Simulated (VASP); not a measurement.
# CoSi2 (Fm-3m) in VASP: settings compared

The runs below take CoSi2 through single point, with LDA, PBEsol.

All numbers are computed with VASP 6.6.1; they aren't measurements. Logs are shortened: lines on timing, memory, paths and dates and some standing lists are left out, and cuts for length are marked.

## 1. The cell of the first run

The structure is cubic, space group Fm-3m (No. 225). The conventional cell has a = 5.320 Å, b = 5.320 Å, c = 5.320 Å, α = 90.00°, β = 90.00°, γ = 90.00°. Within 3.0 Å of Co (site symmetry m-3m) lie 8 Si at 2.30 Å. Si (site symmetry -43m) has 4 Co at 2.30 Å and 6 Si at 2.66 Å within 3.0 Å.

## 2. Single point, LDA, collinear spin, ferromagnetic start

Contents of INCAR:

```
  ALGO = Normal
  EDIFF = 1E-6
  ENCUT = 520
  GGA = CA
  ISIF = 2
  ISMEAR = -1
  ISPIN = 2
  LASPH = True
  LCHARG = False
  LMAXMIX = 4
  LORBIT = 11
  LREAL = False
  LWAVE = False
  MAGMOM = 2 0 0
  NBANDS = 20
  NELM = 150
  PREC = Accurate
  SIGMA = 0.05
```

Contents of KPOINTS:

```
k-points
0
Gamma
  9 9 9
```

Contents of POSCAR:

```
CoSi2
1.0
    0.0000000000      2.6600263041      2.6600263041
    2.6600263041      0.0000000000      2.6600263041
    2.6600263041      2.6600263041      0.0000000000
Co Si
1 2
Direct
    0.0000000000      0.0000000000      0.0000000000
    0.7500000000      0.7500000000      0.7500000000
    0.2500000000      0.2500000000      0.2500000000
```

Potentials or basis: VASP PAW LDA potentials, release 64 (Co, Si).

Command:

```bash
cat potpaw_LDA.64/Co/POTCAR potpaw_LDA.64/Si/POTCAR > POTCAR
mpirun -np 1 vasp_std > vasp.out
```

OUTCAR:

```text
EDIFF = 1E-6
   ENCUT = 520
   GGA = CA
   ISIF = 2
   ISMEAR = -1
   ISPIN = 2
   LASPH = True
   LORBIT = 11
   LREAL = False
   NELM = 150
   PREC = Accurate

 ion  position               nearest neighbor table
   1  0.000  0.000  0.000-   2 2.30   2 2.30   2 2.30   3 2.30   3 2.30   3 2.30   3 2.30   2 2.30

   2  0.750  0.750  0.750-   1 2.30   1 2.30   1 2.30   1 2.30   3 2.66   3 2.66   3 2.66   3 2.66
                             3 2.66   3 2.66
   3  0.250  0.250  0.250-   1 2.30   1 2.30   1 2.30   1 2.30   2 2.66   2 2.66   2 2.66   2 2.66
                             2 2.66   2 2.66

  LATTYP: Found a face centered cubic cell.
 ALAT       =     5.3200526082

  Lattice vectors:

 A1 = (   0.0000000000,   2.6600263041,   2.6600263041)
 A2 = (   2.6600263041,   0.0000000000,   2.6600263041)
 A3 = (   2.6600263041,   2.6600263041,   0.0000000000)

Analysis of symmetry for initial positions (statically):
=====================================================================
 Subroutine PRICEL returns:
 Original cell was already a primitive cell.

 Routine SETGRP: Setting up the symmetry group for a
 face centered cubic supercell.

 Subroutine GETGRP returns: Found 48 space group operations
 (whereof 48 operations were pure point group operations)
 out of a pool of 48 trial point group operations.

The static configuration has the point symmetry O_h .

Analysis of symmetry for dynamics (positions and initial velocities):
=====================================================================
 Subroutine PRICEL returns:
 Original cell was already a primitive cell.

 Routine SETGRP: Setting up the symmetry group for a
 face centered cubic supercell.

 Subroutine GETGRP returns: Found 48 space group operations
 (whereof 48 operations were pure point group operations)
 out of a pool of 48 trial point group operations.

The dynamic configuration has the point symmetry O_h .

Analysis of structural, dynamic, and magnetic symmetry:
=====================================================================
 Subroutine PRICEL returns:
 Original cell was already a primitive cell.

 Routine SETGRP: Setting up the symmetry group for a
 face centered cubic supercell.

 Subroutine GETGRP returns: Found 48 space group operations
 (whereof 48 operations were pure point group operations)
 out of a pool of 48 trial point group operations.

The overall configuration has the point symmetry O_h .

 Subroutine INISYM returns: Found 48 space group operations
 (whereof 48 operations are pure point group operations),
 and found     1 'primitive' translations

----------------------------------------------------------------------------------------

                                     Primitive cell

  volume of cell :      37.6433

  direct lattice vectors                    reciprocal lattice vectors
     0.000000000  2.660026304  2.660026304    -0.187968066  0.187968066  0.187968066
     2.660026304  0.000000000  2.660026304     0.187968066 -0.187968066  0.187968066
     2.660026304  2.660026304  0.000000000     0.187968066  0.187968066 -0.187968066

  length of vectors
     3.761845276  3.761845276  3.761845276     0.325570241  0.325570241  0.325570241

  position of ions in fractional coordinates (direct lattice)
     0.000000000  0.000000000  0.000000000
     0.750000000  0.750000000  0.750000000
     0.250000000  0.250000000  0.250000000

  ion indices of the primitive-cell ions
   primitive index   ion index
                 1           1
                 2           2
                 3           3

----------------------------------------------------------------------------------------

 KPOINTS: k-points

Automatic generation of k-mesh.
 Grid dimensions read from file:
 generate k-points for:    9    9    9

 Generating k-lattice:

  Cartesian coordinates                     Fractional coordinates (reciprocal lattice)
    -0.020885341  0.020885341  0.020885341     0.111111111  0.000000000  0.000000000
     0.020885341 -0.020885341  0.020885341     0.000000000  0.111111111  0.000000000
     0.020885341  0.020885341 -0.020885341     0.000000000  0.000000000  0.111111111

  Length of vectors
     0.036174471  0.036174471  0.036174471

  Shift w.r.t. Gamma in fractional coordinates (k-lattice)
     0.000000000  0.000000000  0.000000000

 Subroutine IBZKPT returns following result:
 ===========================================

 Found     35 irreducible k-points:

 Following reciprocal coordinates:
            Coordinates               Weight
  0.000000  0.000000  0.000000      1.000000
  0.111111  0.000000  0.000000      8.000000
  0.222222  0.000000  0.000000      8.000000
  0.333333  0.000000  0.000000      8.000000
  0.444444  0.000000  0.000000      8.000000
  0.111111  0.111111  0.000000      6.000000
[... 16 lines left out ...]
 -0.333333  0.333333  0.000000     12.000000
  0.444444  0.444444  0.000000      6.000000
 [... further k-points ...]
   k-points           NKPTS =     35   k-points in BZ     NKDIM =     35   number of bands    NBANDS=     20
   number of dos      NEDOS =    301   number of ions     NIONS =      3
   total plane-waves  NPLWV =  21952
   dimension x,y,z NGX =    28 NGY =   28 NGZ =   28
   dimension x,y,z NGXF=    56 NGYF=   56 NGZF=   56
   ions per type =               1   2
   NGX,Y,Z   is equivalent  to a cutoff of  12.37, 12.37, 12.37 a.u.
   NGXF,Y,Z  is equivalent  to a cutoff of  24.75, 24.75, 24.75 a.u.
 SYSTEM =  unknown system
   PREC   = accura    normal or accurate (medium, high low for compatibility)
   ISTART =      0    job   : 0-new  1-cont  2-samecut
   ICHARG =      2    charge: 1-file 2-atom 10-const
   ISPIN  =      2    spin polarized calculation?
   LNONCOLLINEAR =      F non collinear calculations
   LSORBIT =      F    spin-orbit coupling
   LASPH  =      T    aspherical Exc in radial PAW
   ENCUT  =  520.0 eV  38.22 Ry    6.18 a.u.   6.99  6.99  6.99*2*pi/ulx,y,z
   NELM   =    150;   NELMIN=  2; NELMDL= -5     # of ELM steps
   EDIFF  = 0.1E-05   stopping-criterion for ELM
   LREAL  =      F    real-space projection
   EDIFFG = 0.1E-04   stopping-criterion for IOM
   NSW    =      0    number of steps for IOM
   IBRION =     -1    ionic relax: 0-MD 1-quasi-New 2-CG
   NFREE  =      0    steps in history (QN), initial steepest desc. (CG)
   ISIF   =      2    stress and relaxation
   ISYM   =      2    0-nonsym 1-usesym 2-fastsym
   POTIM  = 0.5000    time-step for ionic-motion
   TEBEG  =    0.0;   TEEND  =   0.0 temperature during run
   PSTRESS=    0.0 pullay stress
   NELECT =      17.0000    total number of electrons
   NUPDOWN=      -1.0000    fix difference up-down
   EMIN   =  10.00;   EMAX   =-10.00  energy-range for DOS
[... 5 lines left out ...]
     AMIX     =   0.40;   BMIX     =  1.00
     AMIX_MAG =   1.60;   BMIX_MAG =  1.00
  volume/ion in A,a.u.               =      12.55        84.68
  Fermi-wavevector in a.u.,A,eV,Ry     =   1.256016  2.373526 21.464231  1.577576
  Thomas-Fermi vector in A             =   2.389745
   LORBIT       =     11    0 simple, 1 ext, 2 COOP (PROOUT), +10 PAW based schemes
   GGA     = CA    functional components
   LHFCALC =     F    Hartree Fock is set to
   AEXX    =    0.0000 exact exchange contribution
   IVDW    =     0    specifies the selected vdW correction
   LEPSILON=     F    determine dielectric tensor
   LRPA    =     F    only Hartree local field effects (RPA)
 spin polarized calculation
  energy-cutoff  :      520.00
  volume of cell :       37.64
 maximum number of plane-waves:      1026
   NGX = 13   NGY = 13   NGZ = 13

 number of electron      17.0000003 magnetization       0.0029372

 number of electron      17.0000003 magnetization      -0.0001161

 Free energy of the ion-electron system (eV)
  ---------------------------------------------------
  ext. energy  EPLUGINS =         0.00000000
  ---------------------------------------------------
  free energy    TOTEN  =       -21.91535216 eV

  energy without entropy =      -21.90527360  energy(sigma->0) =      -21.91031288

 E-fermi :  10.2353     XC(G=0): -12.0011

 val. band max:       10.2084887937   @ k =  -0.2222   0.1111   0.0000
 cond. band min:      10.2633746973   @ k =   0.3333   0.1111   0.0000
 fundamental gap:      0.0548859035
 Fermi energy:        10.2352914123

 spin component 1

 k-point     1 :       0.0000    0.0000    0.0000
  band No.  band energies     occupation
      1      -2.9577      1.00000
      2       6.0883      1.00000
      3       6.0883      1.00000
      4       6.0883      1.00000
      5       8.2961      1.00000
      6       8.2961      1.00000
[... 12 lines left out ...]
     19      20.7509      0.00000
     20      25.4197      0.00000
[... 507 lines left out ...]
 k-point    24 :       0.4444    0.4444    0.0000
  band No.  band energies     occupation
      1       0.7555      1.00000
      2       3.4954      1.00000
      3       3.8232      1.00000
      4       6.5549      1.00000
      5       6.5549      1.00000
      6       8.3243      1.00000
[... 12 lines left out ...]
     19      25.4711      0.00000
     20      25.4711      0.00000

 [... further k-points ...]

 spin component 2

 k-point     1 :       0.0000    0.0000    0.0000
  band No.  band energies     occupation
      1      -2.9578      1.00000
      2       6.0882      1.00000
      3       6.0882      1.00000
      4       6.0882      1.00000
      5       8.2960      1.00000
      6       8.2960      1.00000
[... 12 lines left out ...]
     19      20.7507      0.00000
     20      25.4197      0.00000
[... 507 lines left out ...]
 k-point    24 :       0.4444    0.4444    0.0000
  band No.  band energies     occupation
      1       0.7554      1.00000
      2       3.4954      1.00000
      3       3.8231      1.00000
      4       6.5548      1.00000
      5       6.5548      1.00000
      6       8.3243      1.00000
[... 12 lines left out ...]
     19      25.4711      0.00000
     20      25.4711      0.00000

 [... further k-points ...]
[... 5 lines left out ...]
  --------------------------------------------------------------------------------------
  -------------------------------------------------------------------------------------
  Total       -1.0996104     -1.0996104     -1.0996104      0.0000000      0.0000000      0.0000000
  in kB      -46.8017000    -46.8017000    -46.8017000      0.0000000      0.0000000      0.0000000
  external PRESSURE =     -46.8017000 kB  Pullay stress =       0.0000000 kB

 VOLUME and BASIS-vectors are now :
 -----------------------------------------------------------------------------
  energy-cutoff  :      520.00
  volume of cell :       37.64
      direct lattice vectors                 reciprocal lattice vectors
     0.000000000  2.660026304  2.660026304    -0.187968066  0.187968066  0.187968066
     2.660026304  0.000000000  2.660026304     0.187968066 -0.187968066  0.187968066
     2.660026304  2.660026304  0.000000000     0.187968066  0.187968066 -0.187968066

 POSITION                                       TOTAL-FORCE (eV/Angst)
 -----------------------------------------------------------------------------------
      0.00000      0.00000      0.00000         0.000000      0.000000      0.000000
      3.99004      3.99004      3.99004         0.000000     -0.000000     -0.000000
      1.33001      1.33001      1.33001        -0.000000      0.000000     -0.000000
 -----------------------------------------------------------------------------------
    total drift:                               -0.000000     -0.000000      0.000000

  FREE ENERGIE OF THE ION-ELECTRON SYSTEM (eV)
  ---------------------------------------------------
  free  energy   TOTEN  =       -21.9153521556 eV

  energy  without entropy=      -21.9052736019  energy(sigma->0) =      -21.91031288

 total charge

# of ion       s       p       d       tot
------------------------------------------
    1        0.554   0.741   7.642   8.936
    2        0.724   0.892   0.000   1.616
    3        0.724   0.892   0.000   1.616
--------------------------------------------------
tot          2.002   2.524   7.642  12.167

 magnetization (x)

# of ion       s       p       d       tot
------------------------------------------
    1       -0.000  -0.000  -0.000  -0.000
    2        0.000   0.000   0.000   0.000
    3        0.000   0.000   0.000   0.000
--------------------------------------------------
tot          0.000  -0.000  -0.000  -0.000
```

It took 39 s on 1 thread of AMD EPYC 9R45 (Zen 5), shared host; peak memory 0.13 GiB.

What came out:

```yaml
Free_energy: -21.9154 eV
Pressure: -4.7 GPa
Net_moment: 0.00 μB per cell
Valence_electrons_inside_the_program's_atomic_spheres: Co 8.94; Si 1.62
```

Caveat: the starting moments collapsed, and a magnetic state may lie lower.

(Continued in part 2 of 2.)
